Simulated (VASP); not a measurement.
## LiNbO3: single point with PBE

The system is LiNbO3.

```
Li Nb O
1.0
     2.81318    1.62419    3.96284
    -2.81318    1.62419    3.96284
     0.00000   -3.24839    3.96284
Li Nb O
2 2 6
Direct
  0.25000 0.25000 0.25000
  0.75000 0.75000 0.75000
  0.00000 0.00000 0.00000
  0.50000 0.50000 0.50000
  0.15905 0.34095 0.75000
  0.75000 0.15905 0.34095
  0.34095 0.75000 0.15905
  0.84095 0.65905 0.25000
  0.25000 0.84095 0.65905
  0.65905 0.25000 0.84095
```

This cell differs from its parent crystal: atoms shifted along a free coordinate, c/a of the conventional cell at fixed volume 2.1130.

```yaml
Program: VASP 6.6.1
Task: single point
Functional: PBE
Potentials_or_basis: VASP PAW PBE potentials, release 64 (Li_sv, Nb_sv, O)
Cutoff: 520 eV
k_mesh: 6 × 6 × 6
Occupations: gaussian, width 0.05 eV
Spin: no spin polarisation
Dipole_correction: no
Further_INCAR_settings: ALGO = Normal; EDIFF = 1e-07; NBANDS = 45
```

```
Largest force          : 0.308 eV/Å
Band gap on the k mesh : 1.71 eV (least direct gap 1.76 eV)
```

Forces in eV/Å, atoms in the order of the input:
```
Li   0.000  0.000  0.000
Li   0.000  0.000  0.000
Nb   0.000  0.000  0.000
Nb   0.000  0.000  0.000
O   -0.308  0.000  0.000
O    0.154 -0.267  0.000
O    0.154  0.267  0.000
O    0.308  0.000  0.000
O   -0.154  0.267  0.000
O   -0.154 -0.267  0.000
```

Levels at points of the mesh, in eV from the valence-band top:
| k point | band 31 | band 32 | band 33 | band 34 | band 35 | band 36 | band 37 | band 38 |
| --- | --- | --- | --- | --- | --- | --- | --- | --- |
| (0.00, 0.00, 0.00) | -0.21 | -0.06 | -0.06 | -0.04 | 1.71 | 2.31 | 2.31 | 4.97 |
| (0.50, 0.00, 0.00) | -0.22 | -0.22 | -0.08 | -0.08 | 3.78 | 3.78 | 4.12 | 4.12 |
| (0.50, 0.50, 0.00) | -1.04 | -0.79 | -0.22 | 0.00 | 2.05 | 3.62 | 3.99 | 4.46 |
| (0.50, 0.50, 0.50) | -0.83 | -0.83 | -0.64 | -0.64 | 3.23 | 3.23 | 4.32 | 4.32 |

It took 89 s on 1 thread of Intel(R) Xeon(R) 6975P-C (Granite Rapids) (shared host), peak memory 0.3 GiB.

 A k mesh can miss the band edges.
